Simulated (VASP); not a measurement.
The system is AgI.

```
CELL_PARAMETERS angstrom
0.00000 3.28857 3.28857
3.28857 0.00000 3.28857
3.28857 3.28857 0.00000
ATOMIC_POSITIONS crystal
Ag 0.00000 0.00000 0.00000
I 0.25000 0.25000 0.25000
```

Base run:

* Program: VASP 6.6.1
* Functional: r2SCAN
* Potentials or basis: VASP PAW PBE potentials, release 64 (Ag, I)
* Cutoff: 550 eV
* k mesh: 4 × 4 × 4
* Occupations: gaussian, width 0.01 eV
* Spin: no spin polarisation

Its results: band gap on the k mesh 1.79 eV; pressure 0.0 GPa.

After a change of settings the same cell gave: band gap on the k mesh 2.36 eV; pressure 0.6 GPa. Which change was it?
A. functional from r2SCAN to PBE-based screened hybrid with 40 % exact exchange; cutoff from 550 eV to 400 eV
B. functional from r2SCAN to PBE-based global hybrid with 30 % exact exchange; cutoff from 550 eV to 400 eV
C. functional from r2SCAN to PBE-based screened hybrid with 5 % exact exchange; cutoff from 550 eV to 400 eV

A.

Caveats: the structure was generated, so it needn't be the stable form of AgI; the PAW data sets were made with another functional, which shifts forces and pressure a little; spin-orbit coupling is left out, which moves the levels of the heavy elements.
